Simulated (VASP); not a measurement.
# ScCdC4N4 (P-43m) in VASP: a series of runs

ScCdC4N4 is run at these levels: PBE; tasks: single point.

All numbers are computed with VASP 6.6.1; they aren't measurements. Logs are shortened: lines on timing, memory, paths and dates and some standing lists are left out, and cuts for length are marked.

### Step 1. The cell of the first run

Symmetry: P-43m, No. 215, cubic system. Conventional cell: a = 6.110 Å, b = 6.110 Å, c = 6.110 Å, α = 90.00°, β = 90.00°, γ = 90.00°. Within 2.8 Å of Sc (site symmetry -43m) lie 4 N at 2.12 Å. Cd (site symmetry -43m) has 4 C at 2.00 Å within 2.7 Å. Within 1.6 Å of C (site symmetry 3m) lie 1 N at 1.17 Å. N (site symmetry 3m) has 1 C at 1.17 Å within 1.6 Å.

### Step 2. Single point, PBE, collinear spin, ferromagnetic start

Contents of INCAR:

```
PREC     = Accurate       # precision mode
ENCUT    = 520            # plane-wave cutoff, eV
EDIFF    = 1E-6           # SCF threshold, eV
ISMEAR   = 0              # smearing method
SIGMA    = 0.1            # smearing width, eV
LREAL    = F              # projectors in reciprocal space
LASPH    = T              # aspherical terms in the spheres
NELM     = 150            # most SCF steps
ALGO     = Normal         # electronic algorithm
ISIF     = 2              # what is computed and relaxed
LWAVE    = F              # write WAVECAR
LCHARG   = T              # write CHGCAR
ISPIN    = 2              # spin polarisation
MAGMOM   = 0 0 1 1 1 1 1 1 1 1 # initial moments
LORBIT   = 11             # projections on sites
LMAXMIX  = 4              # l up to which the mixer works
GGA      = PE             # functional
LELF     = T              # ELF
LVHAR    = T            
NBANDS   = 44             # bands
```

Contents of KPOINTS:

```
Automatic mesh
0
Gamma
  4 4 4
```

Contents of POSCAR:

```
ScCdC4N4
1.0
    6.1095205500      0.0000000000      0.0000000000
    0.0000000000      6.1095205500      0.0000000000
    0.0000000000      0.0000000000      6.1095205500
Sc Cd C N
1 1 4 4
Direct
    0.5000000000      0.5000000000      0.5000000000
    0.0000000000      0.0000000000      0.0000000000
    0.1890946900      0.1890946900      0.1890946900
    0.1890946900      0.8109053100      0.8109053100
    0.8109053100      0.1890946900      0.8109053100
    0.8109053100      0.8109053100      0.1890946900
    0.2996598000      0.2996598000      0.2996598000
    0.2996598000      0.7003402000      0.7003402000
    0.7003402000      0.2996598000      0.7003402000
    0.7003402000      0.7003402000      0.2996598000
```

Potentials or basis: VASP PAW PBE potentials, release 64 (Sc_sv, Cd, C, N).

On the command line:

```sh
> cat potpaw_PBE.64/Sc_sv/POTCAR potpaw_PBE.64/Cd/POTCAR potpaw_PBE.64/C/POTCAR potpaw_PBE.64/N/POTCAR > POTCAR
> mpirun -np 1 vasp_std > vasp.out
```

OUTCAR:

```text
PREC = Accurate
   ENCUT = 520
   EDIFF = 1E-6
   ISMEAR = 0
   LREAL = F
   LASPH = T
   NELM = 150
   ISIF = 2
   ISPIN = 2
   LORBIT = 11
   GGA = PE

 ion  position               nearest neighbor table
   1  0.500  0.500  0.500-   7 2.12   8 2.12   9 2.12  10 2.12
   2  0.000  0.000  0.000-   3 2.00   4 2.00   5 2.00   6 2.00
   3  0.189  0.189  0.189-   7 1.17   2 2.00
   4  0.189  0.811  0.811-   8 1.17   2 2.00
   5  0.811  0.189  0.811-   9 1.17   2 2.00
   6  0.811  0.811  0.189-  10 1.17   2 2.00
   7  0.300  0.300  0.300-   3 1.17   1 2.12
   8  0.300  0.700  0.700-   4 1.17   1 2.12
   9  0.700  0.300  0.700-   5 1.17   1 2.12
  10  0.700  0.700  0.300-   6 1.17   1 2.12

  LATTYP: Found a simple cubic cell.
 ALAT       =     6.1095205500

  Lattice vectors:

 A1 = (   6.1095205500,   0.0000000000,   0.0000000000)
 A2 = (   0.0000000000,   6.1095205500,   0.0000000000)
 A3 = (   0.0000000000,   0.0000000000,   6.1095205500)

Analysis of symmetry for initial positions (statically):
=====================================================================
 Subroutine PRICEL returns:
 Original cell was already a primitive cell.

 Routine SETGRP: Setting up the symmetry group for a
 simple cubic supercell.

 Subroutine GETGRP returns: Found 24 space group operations
 (whereof 24 operations were pure point group operations)
 out of a pool of 48 trial point group operations.

The static configuration has the point symmetry T_d .

Analysis of symmetry for dynamics (positions and initial velocities):
=====================================================================
 Subroutine PRICEL returns:
 Original cell was already a primitive cell.

 Routine SETGRP: Setting up the symmetry group for a
 simple cubic supercell.

 Subroutine GETGRP returns: Found 24 space group operations
 (whereof 24 operations were pure point group operations)
 out of a pool of 48 trial point group operations.

The dynamic configuration has the point symmetry T_d .

Analysis of structural, dynamic, and magnetic symmetry:
=====================================================================
 Subroutine PRICEL returns:
 Original cell was already a primitive cell.

 Routine SETGRP: Setting up the symmetry group for a
 simple cubic supercell.

 Subroutine GETGRP returns: Found 24 space group operations
 (whereof 24 operations were pure point group operations)
 out of a pool of 48 trial point group operations.

The overall configuration has the point symmetry T_d .

 Subroutine INISYM returns: Found 24 space group operations
 (whereof 24 operations are pure point group operations),
 and found     1 'primitive' translations

----------------------------------------------------------------------------------------

                                     Primitive cell

  volume of cell :     228.0454

  direct lattice vectors                    reciprocal lattice vectors
     6.109520550  0.000000000  0.000000000     0.163678965  0.000000000  0.000000000
     0.000000000  6.109520550  0.000000000     0.000000000  0.163678965  0.000000000
     0.000000000  0.000000000  6.109520550     0.000000000  0.000000000  0.163678965

  length of vectors
     6.109520550  6.109520550  6.109520550     0.163678965  0.163678965  0.163678965

  position of ions in fractional coordinates (direct lattice)
     0.500000000  0.500000000  0.500000000
     0.000000000  0.000000000  0.000000000
     0.189094690  0.189094690  0.189094690
     0.189094690  0.810905310  0.810905310
     0.810905310  0.189094690  0.810905310
     0.810905310  0.810905310  0.189094690
     0.299659800  0.299659800  0.299659800
     0.299659800  0.700340200  0.700340200
     0.700340200  0.299659800  0.700340200
     0.700340200  0.700340200  0.299659800

  ion indices of the primitive-cell ions
   primitive index   ion index
[... 52 lines left out ...]
   dimension x,y,z NGX =    48 NGY =   48 NGZ =   48
   dimension x,y,z NGXF=    96 NGYF=   96 NGZF=   96
   ions per type =               1   1   4   4
   NGX,Y,Z   is equivalent  to a cutoff of  13.06, 13.06, 13.06 a.u.
   NGXF,Y,Z  is equivalent  to a cutoff of  26.12, 26.12, 26.12 a.u.
 SYSTEM =  unknown system
   PREC   = accura    normal or accurate (medium, high low for compatibility)
   ISTART =      0    job   : 0-new  1-cont  2-samecut
   ICHARG =      2    charge: 1-file 2-atom 10-const
   ISPIN  =      2    spin polarized calculation?
   LNONCOLLINEAR =      F non collinear calculations
   LSORBIT =      F    spin-orbit coupling
   LASPH  =      T    aspherical Exc in radial PAW
   ENCUT  =  520.0 eV  38.22 Ry    6.18 a.u.  11.36 11.36 11.36*2*pi/ulx,y,z
   NELM   =    150;   NELMIN=  2; NELMDL= -5     # of ELM steps
   EDIFF  = 0.1E-05   stopping-criterion for ELM
   LREAL  =      F    real-space projection
   EDIFFG = 0.1E-04   stopping-criterion for IOM
   NSW    =      0    number of steps for IOM
   IBRION =     -1    ionic relax: 0-MD 1-quasi-New 2-CG
   NFREE  =      0    steps in history (QN), initial steepest desc. (CG)
   ISIF   =      2    stress and relaxation
   ISYM   =      2    0-nonsym 1-usesym 2-fastsym
   POTIM  = 0.5000    time-step for ionic-motion
   TEBEG  =    0.0;   TEEND  =   0.0 temperature during run
   PSTRESS=    0.0 pullay stress
   NELECT =      59.0000    total number of electrons
   NUPDOWN=      -1.0000    fix difference up-down
   EMIN   =  10.00;   EMAX   =-10.00  energy-range for DOS
   EFERMI =   0.00;   METHOD = LEGACY
   ISMEAR =     0;   SIGMA  =   0.10  broadening in eV -4-tet -1-fermi 0-gaus
   EFERMI_NEDOS =   21; number of points for ismear=-14 and -15
   IALGO  =     38    algorithm
   IMIX   =      4    mixing-type and parameters
     AMIX     =   0.40;   BMIX     =  1.00
     AMIX_MAG =   1.60;   BMIX_MAG =  1.00
  volume/ion in A,a.u.               =      22.80       153.89
  Fermi-wavevector in a.u.,A,eV,Ry     =   1.043162  1.971290 14.805679  1.088187
  Thomas-Fermi vector in A             =   2.177859
   LORBIT       =     11    0 simple, 1 ext, 2 COOP (PROOUT), +10 PAW based schemes
   GGA     = PE    functional components
   LHFCALC =     F    Hartree Fock is set to
   AEXX    =    0.0000 exact exchange contribution
   IVDW    =     0    specifies the selected vdW correction
   LEPSILON=     F    determine dielectric tensor
   LRPA    =     F    only Hartree local field effects (RPA)
 spin polarized calculation
 Gauss-broadening in eV      SIGMA  =   0.10
  energy-cutoff  :      520.00
  volume of cell :      228.05
 maximum number of plane-waves:      6187
 NGX is ok and might be reduce to    48
   NGX = 23   NGY = 23   NGZ = 23

 number of electron      58.9999994 magnetization       1.0003175

 Free energy of the ion-electron system (eV)
  ---------------------------------------------------
  ext. energy  EPLUGINS =         0.00000000
  ---------------------------------------------------
  free energy    TOTEN  =       -74.74930153 eV

  energy without entropy =      -74.70273306  energy(sigma->0) =      -74.72601729

 E-fermi :   1.1048     XC(G=0):  -6.8828

 val. band max:        1.1021772270   @ k =   0.2500   0.2500   0.0000
 cond. band min:       1.1072838900   @ k =   0.5000   0.5000   0.5000
 fundamental gap:      0.0051066630
 Fermi energy:         1.1047897803

 spin component 1

 k-point     1 :       0.0000    0.0000    0.0000
  band No.  band energies     occupation
      1     -49.7142      1.00000
      2     -28.4351      1.00000
      3     -28.4351      1.00000
      4     -28.4351      1.00000
      5     -18.8657      1.00000
      6     -18.7710      1.00000
[... 429 lines left out ...]
     40       3.9362      0.00000
     41       4.3704      0.00000
 Fermi energy:         1.1047897803

 spin component 2

 k-point     1 :       0.0000    0.0000    0.0000
  band No.  band energies     occupation
      1     -49.2606      1.00000
      2     -27.9732      1.00000
      3     -27.9732      1.00000
      4     -27.9732      1.00000
      5     -18.8457      1.00000
      6     -18.7514      1.00000
[... 429 lines left out ...]
     40       4.0478      0.00000
     41       4.7538      0.00000
 [bands above 41 left out]

------------------------ aborting loop because EDIFF is reached ----------------------------------------

  FORCE on cell =-STRESS in cart. coord.  units (eV):
  Direction    XX          YY          ZZ          XY          YZ          ZX
  --------------------------------------------------------------------------------------
  -------------------------------------------------------------------------------------
  Total        9.7414560      9.7414560      9.7414560      0.0000000      0.0000000     -0.0000000
  in kB       68.4404829     68.4404829     68.4404829      0.0000000      0.0000000     -0.0000000
  external PRESSURE =      68.4404829 kB  Pullay stress =       0.0000000 kB

 VOLUME and BASIS-vectors are now :
 -----------------------------------------------------------------------------
  energy-cutoff  :      520.00
  volume of cell :      228.05
      direct lattice vectors                 reciprocal lattice vectors
     6.109520550  0.000000000  0.000000000     0.163678965  0.000000000  0.000000000
     0.000000000  6.109520550  0.000000000     0.000000000  0.163678965  0.000000000
     0.000000000  0.000000000  6.109520550     0.000000000  0.000000000  0.163678965

 POSITION                                       TOTAL-FORCE (eV/Angst)
 -----------------------------------------------------------------------------------
      3.05476      3.05476      3.05476         0.000000     -0.000000      0.000000
      0.00000      0.00000      0.00000         0.000000     -0.000000      0.000000
      1.15528      1.15528      1.15528         1.247048      1.247048      1.247048
      1.15528      4.95424      4.95424         1.247048     -1.247048     -1.247048
      4.95424      1.15528      4.95424        -1.247048      1.247048     -1.247048
      4.95424      4.95424      1.15528        -1.247048     -1.247048      1.247048
      1.83078      1.83078      1.83078         0.301770      0.301770      0.301770
      1.83078      4.27874      4.27874         0.301770     -0.301770     -0.301770
      4.27874      1.83078      4.27874        -0.301770      0.301770     -0.301770
      4.27874      4.27874      1.83078        -0.301770     -0.301770      0.301770
 -----------------------------------------------------------------------------------
    total drift:                                0.000000      0.000000     -0.000000

  FREE ENERGIE OF THE ION-ELECTRON SYSTEM (eV)
  ---------------------------------------------------
  free  energy   TOTEN  =       -74.7493015261 eV

  energy  without entropy=      -74.7027330555  energy(sigma->0) =      -74.72601729

 total charge

# of ion       s       p       d       tot
------------------------------------------
    1        2.188   6.167   1.150   9.505
    2        0.522   0.742   9.503  10.768
    3        0.968   1.635   0.000   2.603
    4        0.968   1.635   0.000   2.603
    5        0.968   1.635   0.000   2.603
    6        0.968   1.635   0.000   2.603
    7        1.309   2.609   0.000   3.918
    8        1.309   2.609   0.000   3.918
    9        1.309   2.609   0.000   3.918
   10        1.309   2.609   0.000   3.918
--------------------------------------------------
tot         11.816  23.886  10.653  46.356

 magnetization (x)

# of ion       s       p       d       tot
------------------------------------------
    1        0.005   0.004   0.508   0.517
    2       -0.003  -0.003   0.018   0.012
    3        0.004   0.045   0.000   0.048
    4        0.004   0.045   0.000   0.048
    5        0.004   0.045   0.000   0.048
    6        0.004   0.045   0.000   0.048
    7       -0.002  -0.011   0.000  -0.013
    8       -0.002  -0.011   0.000  -0.013
    9       -0.002  -0.011   0.000  -0.013
   10       -0.002  -0.011   0.000  -0.013
--------------------------------------------------
tot          0.010   0.135   0.526   0.671
```

Wall time 3.4 min (1 thread of Intel Xeon Platinum 8559C (Emerald Rapids), shared host); peak memory 0.5 GiB.

What came out:

| Property | Result |
| --- | --- |
| Free energy | -74.7493 eV |
| Pressure | 6.8 GPa |
| Largest force | 2.160 eV/Å |
| Band gap on the k mesh | zero (filled and empty bands overlap) |
| Net moment | 1.00 μB per cell |
| Site moments | Sc +0.52; Cd +0.01; C +0.05; N -0.01 μB |
| Valence electrons inside the program's atomic spheres | Sc 9.51; Cd 10.77; C 2.60; N 3.92 |

Forces on the atoms (eV/Å):
```
Sc   0.000  0.000  0.000
Cd   0.000  0.000  0.000
C    1.247  1.247  1.247
C    1.247 -1.247 -1.247
C   -1.247  1.247 -1.247
C   -1.247 -1.247  1.247
N    0.302  0.302  0.302
N    0.302 -0.302 -0.302
N   -0.302  0.302 -0.302
N   -0.302 -0.302  0.302
```

Caveat: the cell stands under pressure; forces of over 1 eV/Å act on the atoms, so gaps and moduli don't describe the material at rest.

### Step 3. Single point, PBE, collinear spin, ferromagnetic start

This run uses another cell than the first one, of 26.14 Å³/atom.

Contents of INCAR:

```
SYSTEM = ScCdC4N4
PREC = Accurate
ENCUT = 520
EDIFF = 1E-6
ISMEAR = 0
SIGMA = 0.1
LREAL = .FALSE.
LASPH = .TRUE.
NELM = 150
ALGO = Normal
ISIF = 2
LWAVE = .FALSE.
LCHARG = .FALSE.
ISPIN = 2
MAGMOM = 0 0 1 1 1 1 1 1 1 1
LORBIT = 11
LMAXMIX = 4
GGA = PE
NBANDS = 44
```

Contents of KPOINTS:

```
Automatic mesh
0
G
  4 4 4
  0 0 0
```

Contents of POSCAR:

```
ScCdC4N4
1.0
    6.3937858730      0.0000000000      0.0000000000
    0.0000000000      6.3937858730      0.0000000000
    0.0000000000      0.0000000000      6.3937858730
Sc Cd C N
1 1 4 4
Direct
    0.5000000000      0.5000000000      0.5000000000
    0.0000000000      0.0000000000      0.0000000000
    0.2008421255      0.2008421255      0.2008421255
    0.2008421255      0.7991578745      0.7991578745
    0.7991578745      0.2008421255      0.7991578745
    0.7991578745      0.7991578745      0.2008421255
    0.3067512709      0.3067512709      0.3067512709
    0.3067512709      0.6932487291      0.6932487291
    0.6932487291      0.3067512709      0.6932487291
    0.6932487291      0.6932487291      0.3067512709
```

Potentials or basis: VASP PAW PBE potentials, release 64 (Sc_sv, Cd, C, N).

On the command line:

```sh
> cat potpaw_PBE.64/Sc_sv/POTCAR potpaw_PBE.64/Cd/POTCAR potpaw_PBE.64/C/POTCAR potpaw_PBE.64/N/POTCAR > POTCAR
> mpirun -np 1 vasp_std > vasp.out
```

It took 3.4 min on 1 thread of Intel Xeon Platinum 8559C (Emerald Rapids), shared host; peak memory 0.49 GiB.

It converged, with:

| Quantity | Value |
| --- | --- |
| Free energy | -75.9230 eV |
| Pressure | 0.5 GPa |
| Largest force | 0.319 eV/Å |
| Band gap on the k mesh | zero (filled and empty bands overlap) |
| Net moment | 1.00 μB per cell |
| Site moments | Sc +0.53; Cd +0.01; C +0.04; N -0.01 μB |
| Valence electrons inside the program's atomic spheres | Sc 9.46; Cd 10.35; C 2.56; N 3.91 |

Forces in eV/Å, atoms in the order of the input:
```
Sc   0.000  0.000  0.000
Cd   0.000  0.000  0.000
C   -0.179 -0.179 -0.179
C   -0.179  0.179  0.179
C    0.179 -0.179  0.179
C    0.179  0.179 -0.179
N    0.184  0.184  0.184
N    0.184 -0.184 -0.184
N   -0.184  0.184 -0.184
N   -0.184 -0.184  0.184
```

Levels at points of the mesh, in eV from the Fermi level:
Spin up:
| k point | band 26 | band 27 | band 28 | band 29 | band 30 | band 31 | band 32 | band 33 | band 34 | band 35 |
| --- | --- | --- | --- | --- | --- | --- | --- | --- | --- | --- |
| (0.00, 0.00, 0.00) | -5.84 | -5.11 | -5.11 | -5.11 | 0.00 | 0.00 | 0.35 | 0.35 | 0.35 | 2.27 |
| (0.50, 0.00, 0.00) | -5.90 | -5.22 | -5.11 | -5.11 | -0.11 | 0.15 | 0.72 | 0.72 | 0.78 | 1.96 |
| (0.50, 0.50, 0.00) | -5.72 | -5.24 | -5.11 | -5.11 | -0.08 | 0.11 | 0.77 | 1.00 | 1.00 | 1.66 |
| (0.50, 0.50, 0.50) | -5.76 | -5.14 | -5.14 | -5.14 | 0.01 | 0.01 | 0.72 | 0.72 | 0.72 | 2.62 |
Spin down:
```
           k point  band 25  band 26  band 27  band 28  band 29  band 30  band 31  band 32  band 33  band 34
(0.00, 0.00, 0.00)    -5.79    -5.79    -5.05    -5.05    -5.05     0.50     0.50     0.50     0.52     0.52
(0.50, 0.00, 0.00)    -5.87    -5.85    -5.15    -5.05    -5.05     0.36     0.73     0.89     0.89     0.97
(0.50, 0.50, 0.00)    -5.87    -5.68    -5.17    -5.04    -5.04     0.40     0.68     0.95     1.20     1.20
(0.50, 0.50, 0.50)    -5.71    -5.71    -5.08    -5.08    -5.08     0.55     0.55     0.90     0.90     0.90
```
